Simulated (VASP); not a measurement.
Input of a VASP 6.6.1 run:

INCAR

```
PREC = Accurate
ENCUT = 520
EDIFF = 1E-6
ISMEAR = 0
SIGMA = 0.1
LREAL = False
LASPH = True
NELM = 80
ALGO = Normal
ISIF = 2
LWAVE = False
LCHARG = False
LDIPOL = True
IDIPOL = 3
DIPOL = 0.5 0.5 0.361
NBANDS = 33
```

The input KPOINTS:

```
regular mesh
0
Gamma
  8 8 1
```

POSCAR

```
Ta4S
1.0
    3.2528501163      0.0000000000      0.0000000000
    0.0000000000      3.2528501163      0.0000000000
    0.0000000000      0.0000000000     20.2133955625
Ta S
4 1
Direct
    0.5000000000      0.5000000000      0.1978885728
    0.0000000000      0.0000000000      0.2783513062
    0.5000000000      0.5000000000      0.3580225063
   -0.0113944705      0.0000000000      0.4436441695
    0.1250000000      0.5000000000      0.5252366022
```

Potentials or basis: VASP PAW LDA potentials, release 64 (Ta_pv, S).

Run with:

```sh
$ cat potpaw_LDA.64/Ta_pv/POTCAR potpaw_LDA.64/S/POTCAR > POTCAR
$ mpirun -np 1 vasp_std > vasp.out
```

Problem. What does it give for the band gap on the k mesh?

Solution. Zero (bands 25 and 26 overlap by 0.57 eV).

Problem. Estimate the largest force.

Solution. 1.218 eV/Å.

Forces on the atoms (eV/Å):
```
Ta   0.065  0.000  1.216
Ta   0.050  0.000 -1.000
Ta  -0.289  0.000 -0.260
Ta  -0.013  0.000  0.002
S    0.187  0.000  0.041
```

Caveat: spin-orbit coupling is left out, which moves the levels of the heavy elements.
